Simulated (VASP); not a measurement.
# P in VASP: single point with r2SCAN

Aim: the single point of P with r2SCAN.

All numbers are computed with VASP 6.6.1; they aren't measurements. Logs are shortened: lines on timing, memory, paths and dates and some standing lists are left out, and cuts for length are marked.

**1. The cell of the first run**

The cell holds a slab with vacuum, 4 atoms: a = 3.284 Å, b = 34.857 Å, c = 4.632 Å, α = 90.00°, β = 90.00°, γ = 90.00°.

**2. Single point, r2SCAN (mode 4 (150.0 1/cm) frozen in, largest displacement -0.150 Å)**

Contents of POSCAR:

```
P
1.0
    3.2837277200      0.0000000000      0.0000000000
    0.0000000000     34.8570309900      0.0000000000
    0.0000000000      0.0000000000      4.6320847100
P
4
Direct
    0.0000000000      0.9745647225      0.5921507200
    0.0000000000      0.0340418625      0.4078492800
    0.5000000000      0.0254352775      0.0921507200
    0.5000000000      0.9659581375      0.9078492800
```

Contents of INCAR.step1:

```
SYSTEM = P
ALGO = Normal ; EDIFF = 1E-4
ENCUT = 520 ; GGA = PE
ISMEAR = 0 ; LASPH = .True.
LCHARG = .False. ; LREAL = .False.
LWAVE = .True. ; NBANDS = 18
NELM = 60 ; PREC = Accurate
SIGMA = 0.05
```

Contents of INCAR.step2:

```
SYSTEM = P
ALGO = Normal ; EDIFF = 1E-7
ENCUT = 520 ; ISIF = 2
ISMEAR = 0 ; ISTART = 1
LASPH = .True. ; LCHARG = .True.
LELF = .True. ; LMIXTAU = .True.
LREAL = .False. ; LVHAR = .True.
LWAVE = .False. ; METAGGA = R2SCAN
NBANDS = 18 ; NELM = 60
PREC = Accurate ; SIGMA = 0.05
```

Contents of KPOINTS:

```
k-points
0
Gamma
  8 1 6
  0 0 0
```

Potentials or basis: VASP PAW PBE potentials, release 64 (P).

On the command line:

```bash
> cat potpaw_PBE.64/P/POTCAR > POTCAR
> cp INCAR.step1 INCAR
> mpirun -np 1 vasp_std > vasp.out
> cp INCAR.step2 INCAR
> mpirun -np 1 vasp_std > vasp.out
```

OUTCAR:

```text
SYSTEM = P
   EDIFF = 1E-7
   ENCUT = 520
   ISIF = 2
   ISMEAR = 0
   ISTART = 1
   LASPH = .True.
   LREAL = .False.
   METAGGA = R2SCAN
   NELM = 60
   PREC = Accurate

 ion  position               nearest neighbor table
   1  0.000  0.975  0.592-   4 2.22   4 2.22   2 2.24
   2  0.000  0.034  0.408-   3 2.22   3 2.22   1 2.24
   3  0.500  0.025  0.092-   2 2.22   2 2.22   4 2.24
   4  0.500  0.966  0.908-   1 2.22   1 2.22   3 2.24

  LATTYP: Found a simple orthorhombic cell.
 ALAT       =     3.2837277200
 B/A-ratio  =     1.4106177811
 C/A-ratio  =    10.6150795566

  Lattice vectors:

 A1 = (  -3.2837277200,   0.0000000000,   0.0000000000)
 A2 = (   0.0000000000,   0.0000000000,   4.6320847100)
 A3 = (   0.0000000000,  34.8570309900,   0.0000000000)

Analysis of symmetry for initial positions (statically):
=====================================================================
 Subroutine PRICEL returns:
 Original cell was already a primitive cell.

 Routine SETGRP: Setting up the symmetry group for a
 simple orthorhombic supercell.

 Subroutine GETGRP returns: Found  4 space group operations
 (whereof  2 operations were pure point group operations)
 out of a pool of  8 trial point group operations.

The static configuration has the point symmetry C_1h.
 The point group associated with its full space group is C_2v.

Analysis of symmetry for dynamics (positions and initial velocities):
=====================================================================
 Subroutine PRICEL returns:
 Original cell was already a primitive cell.

 Routine SETGRP: Setting up the symmetry group for a
 simple orthorhombic supercell.

 Subroutine GETGRP returns: Found  4 space group operations
 (whereof  2 operations were pure point group operations)
 out of a pool of  8 trial point group operations.

The dynamic configuration has the point symmetry C_1h.
 The point group associated with its full space group is C_2v.

 Subroutine INISYM returns: Found  4 space group operations
 (whereof  2 operations are pure point group operations),
 and found     1 'primitive' translations

----------------------------------------------------------------------------------------

                                     Primitive cell

[... 86 lines left out ...]
   LASPH  =      T    aspherical Exc in radial PAW
   ENCUT  =  520.0 eV  38.22 Ry    6.18 a.u.   6.11 64.81  8.61*2*pi/ulx,y,z
   NELM   =     60;   NELMIN=  2; NELMDL=  0     # of ELM steps
   EDIFF  = 0.1E-06   stopping-criterion for ELM
   LREAL  =      F    real-space projection
   EDIFFG = 0.1E-05   stopping-criterion for IOM
   NSW    =      0    number of steps for IOM
   IBRION =     -1    ionic relax: 0-MD 1-quasi-New 2-CG
   NFREE  =      0    steps in history (QN), initial steepest desc. (CG)
   ISIF   =      2    stress and relaxation
   ISYM   =      2    0-nonsym 1-usesym 2-fastsym
   POTIM  = 0.5000    time-step for ionic-motion
   TEBEG  =    0.0;   TEEND  =   0.0 temperature during run
   PSTRESS=    0.0 pullay stress
   NELECT =      20.0000    total number of electrons
   NUPDOWN=      -1.0000    fix difference up-down
   EMIN   =  10.00;   EMAX   =-10.00  energy-range for DOS
   EFERMI =   0.00;   METHOD = LEGACY
   ISMEAR =     0;   SIGMA  =   0.05  broadening in eV -4-tet -1-fermi 0-gaus
   EFERMI_NEDOS =   21; number of points for ismear=-14 and -15
   IALGO  =     38    algorithm
   IMIX   =      4    mixing-type and parameters
     AMIX     =   0.40;   BMIX     =  1.00
     AMIX_MAG =   1.60;   BMIX_MAG =  1.00
  volume/ion in A,a.u.               =     132.55       894.48
  Fermi-wavevector in a.u.,A,eV,Ry     =   0.549044  1.037542  4.101461  0.301449
  Thomas-Fermi vector in A             =   1.580001
   LORBIT       =      0    0 simple, 1 ext, 2 COOP (PROOUT), +10 PAW based schemes
   METAGGA = R2SCAN    functional components
   LHFCALC =     F    Hartree Fock is set to
   AEXX    =    0.0000 exact exchange contribution
   IVDW    =     0    specifies the selected vdW correction
   LEPSILON=     F    determine dielectric tensor
   LRPA    =     F    only Hartree local field effects (RPA)
 non-spin polarized calculation
 Gauss-broadening in eV      SIGMA  =   0.05
  energy-cutoff  :      520.00
  volume of cell :      530.19
 maximum number of plane-waves:     14344
   NGX = 13   NGY =129   NGZ = 17

 number of electron      19.9999998 magnetization

 Free energy of the ion-electron system (eV)
  ---------------------------------------------------
  ext. energy  EPLUGINS =         0.00000000
  ---------------------------------------------------
  free energy    TOTEN  =       -35.64833294 eV

  energy without entropy =      -35.64833294  energy(sigma->0) =      -35.64833294

 E-fermi :  -3.7230     XC(G=0):  -1.7337

 val. band max:       -3.9315187862   @ k =   0.0000   0.0000   0.0000
 cond. band min:      -2.4048004450   @ k =   0.0000   0.0000   0.0000
 fundamental gap:      1.5267183412
 Fermi energy:        -3.7230252873

 k-point     1 :       0.0000    0.0000    0.0000
  band No.  band energies     occupation
      1     -19.4221      2.00000
      2     -16.7615      2.00000
      3     -13.3077      2.00000
      4      -9.7162      2.00000
      5      -8.4130      2.00000
      6      -8.3675      2.00000
[... 397 lines left out ...]
      5      -8.8177      2.00000
      6      -8.8177      2.00000
[... 10 lines left out ...]
     17       3.4574      0.00000
     18       3.4574      0.00000

------------------------ aborting loop because EDIFF is reached ----------------------------------------

  FORCE on cell =-STRESS in cart. coord.  units (eV):
  Direction    XX          YY          ZZ          XY          YZ          ZX
  --------------------------------------------------------------------------------------
  -------------------------------------------------------------------------------------
  Total       -0.2804045     -0.2812686     -0.9280100      0.0000000      0.0000000      0.0000000
  in kB       -0.8473476     -0.8499587     -2.8043306      0.0000000      0.0000000      0.0000000
  external PRESSURE =      -1.5005457 kB  Pullay stress =       0.0000000 kB

 VOLUME and BASIS-vectors are now :
 -----------------------------------------------------------------------------
  energy-cutoff  :      520.00
  volume of cell :      530.19
      direct lattice vectors                 reciprocal lattice vectors
     3.283727720  0.000000000  0.000000000     0.304531948  0.000000000  0.000000000
     0.000000000 34.857030990  0.000000000     0.000000000  0.028688617  0.000000000
     0.000000000  0.000000000  4.632084710     0.000000000  0.000000000  0.215885516

 POSITION                                       TOTAL-FORCE (eV/Angst)
 -----------------------------------------------------------------------------------
      0.00000     33.97043      2.74289         0.000000     -0.541150      0.206334
      0.00000      1.18660      1.88919         0.000000     -0.514800     -0.206334
      1.64186      0.88660      0.42685         0.000000      0.541150      0.206334
      1.64186     33.67043      4.20523         0.000000      0.514800     -0.206334
 -----------------------------------------------------------------------------------
    total drift:                               -0.000000      0.000000      0.000039

  FREE ENERGIE OF THE ION-ELECTRON SYSTEM (eV)
  ---------------------------------------------------
  free  energy   TOTEN  =       -35.6483329375 eV

  energy  without entropy=      -35.6483329375  energy(sigma->0) =      -35.64833294
```

OSZICAR.step1:

```text
N       E                     dE             d eps       ncg     rms          rms(c)
DAV:   1     0.137457742434E+03    0.13746E+03   -0.55772E+03   720   0.726E+02
DAV:   2    -0.253480138960E+01   -0.13999E+03   -0.12955E+03  1172   0.129E+02
DAV:   3    -0.211429107844E+02   -0.18608E+02   -0.18518E+02  1002   0.566E+01
DAV:   4    -0.215429050341E+02   -0.39999E+00   -0.39877E+00  1000   0.108E+01
DAV:   5    -0.215549489938E+02   -0.12044E-01   -0.12040E-01  1114   0.182E+00    0.103E+01
DAV:   6    -0.214125516171E+02    0.14240E+00   -0.93161E-02   952   0.151E+00    0.607E+00
DAV:   7    -0.213499470629E+02    0.62605E-01   -0.15274E-01   932   0.192E+00    0.328E-01
DAV:   8    -0.213492020433E+02    0.74502E-03   -0.12307E-02   962   0.626E-01    0.182E-01
DAV:   9    -0.213489918970E+02    0.21015E-03   -0.74636E-04  1154   0.150E-01    0.134E-01
DAV:  10    -0.213486916032E+02    0.30029E-03   -0.25589E-04   846   0.775E-02    0.677E-02
DAV:  11    -0.213485083629E+02    0.18324E-03   -0.13095E-04   818   0.568E-02    0.217E-02
DAV:  12    -0.213486112258E+02   -0.10286E-03   -0.77524E-05   640   0.376E-02    0.139E-02
DAV:  13    -0.213487501810E+02   -0.13896E-03   -0.73177E-05   726   0.337E-02    0.119E-02
DAV:  14    -0.213489279492E+02   -0.17777E-03   -0.12641E-05   662   0.197E-02    0.938E-03
DAV:  15    -0.213490524532E+02   -0.12450E-03   -0.13776E-05   712   0.163E-02    0.323E-03
DAV:  16    -0.213491295339E+02   -0.77081E-04   -0.24122E-06   720   0.747E-03
   1 F= -.21349130E+02 E0= -.21349130E+02  d E =-.119550E-11
```

Run time: 25 min. Hardware: 1 thread of Oxide Virtual Turin-like, shared host; peak memory 0.61 GiB.

Results:

```
Free energy            : -35.6483 eV
Largest force          : 0.579 eV/Å
Band gap on the k mesh : 1.53 eV, direct
```

Forces in eV/Å, atoms in the order of the input:
```
P    0.000 -0.541  0.206
P    0.000 -0.515 -0.206
P    0.000  0.541  0.206
P    0.000  0.515 -0.206
```

Levels at points of the mesh, in eV from the valence-band top:
```csv
k point,band 8,band 9,band 10,band 11,band 12,band 13
"(0.00, 0.00, 0.00)",-1.48,-1.20,0.00,1.53,2.46,3.34
"(0.50, 0.00, 0.00)",-2.68,-1.60,-1.60,1.70,1.70,2.87
"(0.00, 0.00, 0.50)",-2.36,-0.99,-0.99,2.85,2.85,4.15
"(0.50, 0.00, 0.50)",-4.41,-0.80,-0.80,2.80,2.80,4.32
```

Caveat: the cell differs from its parent crystal (mode 4 (150.0 1/cm) frozen in, largest displacement -0.150 Å); the PAW data sets were made with another functional, which shifts forces and pressure a little.
